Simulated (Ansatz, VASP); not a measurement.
**One calculation of CuI, two programs**

The input INCAR:

```
ALGO = Normal
EDIFF = 1E-6
ENCUT = 520
GGA = PS
GGA_COMPAT = False
ISIF = 2
ISMEAR = -1
LASPH = True
LCHARG = True
LMAXMIX = 4
LNONCOLLINEAR = True
LORBIT = 11
LORBMOM = True
LREAL = False
LSORBIT = True
LVHAR = True
LWAVE = False
MAGMOM = 0 0 0 0 0 0
NBANDS = 30
NELM = 150
PREC = Accurate
SIGMA = 0.05
```

File KPOINTS:

```
k-points
0
Gamma
  6 6 6
```

File POSCAR:

```
CuI
1.0
    0.0000000000      3.0315000000      3.0315000000
    3.0315000000      0.0000000000      3.0315000000
    3.0315000000      3.0315000000      0.0000000000
I Cu
1 1
Direct
    0.0000000000      0.0000000000      0.0000000000
    0.7500000000      0.7500000000      0.7500000000
```

Contents of input.yaml:

```yaml
crystal:
  lattice:
    - [0.0, 3.0315, 3.0315]
    - [3.0315, 0.0, 3.0315]
    - [3.0315, 3.0315, 0.0]
  atoms:
    - { symbol: I, position: [0.0, 0.0, 0.0] }
    - { symbol: Cu, position: [0.75, 0.75, 0.75] }
kpoints:
  mp_grid: { grid: [6, 6, 6] }
  band_path:
    path:
      - [0.0, 0.0, 0.0]
      - [0.5, 0.0, 0.5]
      - [0.5, 0.25, 0.75]
      - [0.375, 0.375, 0.75]
      - [0.0, 0.0, 0.0]
      - [0.5, 0.5, 0.5]
      - [0.625, 0.25, 0.625]
      - [0.5, 0.25, 0.75]
    npoints: 12
scf:
  occupations: { method: fermi_dirac, width: 0.05 }
hamiltonian:
  xc: pbesol
  pseudopotentials: { kind: all_electron, lapw: { basis_error: 0.001 } }
magnetization:
  noncollinear: true
  spin_orbit: true
output:
  forces: true
  stress: true
  eigenvalues: true
```

Alike in both runs: functional PBEsol; k mesh 6 × 6 × 6; occupations fermi-dirac, width 0.05 eV; non-collinear spin, spin-orbit coupling.

```csv
,VASP,Ansatz
version,VASP 6.6.1,Ansatz 0.2.0
potentials or method,"VASP PAW PBE potentials, release 64 (I, Cu), cutoff 520 eV","all-electron LAPW, relativistic spinors"
task,single point,band structure
```

```csv
,VASP,Ansatz,Ansatz less VASP
pressure (GPa),-2.4,-2.5,-0.10
```

VASP's potentials were made for PBE, not for PBEsol. Ansatz ran all-electron here, and VASP with PAW potentials.
